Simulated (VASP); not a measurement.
Runs of VASP 6.6.1 on Ta4C3. The structure is that of space group Pm-3m (No. 221), or close to it. The cells are those of the table. 

| cell | gap on the mesh (eV) | pressure (GPa) |
| --- | --- | --- |
| a = 4.334 Å, 7 atoms | none | (a) |
| a = 4.288 Å, 7 atoms | none | 36.8 |
| a = 4.240 Å, 7 atoms | none | 52.9 |
| a = 4.380 Å, 7 atoms | none | 11.2 |
| a = 4.425 Å, 7 atoms | none | (b) |

Alike in all rows: task single point; level r2SCAN; potentials or basis VASP PAW PBE potentials, release 64 (Ta_pv, C); no spin polarisation; k mesh 8 × 8 × 8; cutoff (eV) 520; smearing gaussian 0.1 eV.

Fill in the values left out.

(a) 23.0; (b) 1.1.

Caveats: the PAW data sets were made with another functional, which shifts forces and pressure a little; spin-orbit coupling is left out, which moves the levels of the heavy elements; the cell stands under pressure (at least some runs).

A k mesh can miss the band edges, and the runs leave out spin-orbit coupling on Ta.

A gap of «none» marks levels without a gap at the run's occupations.
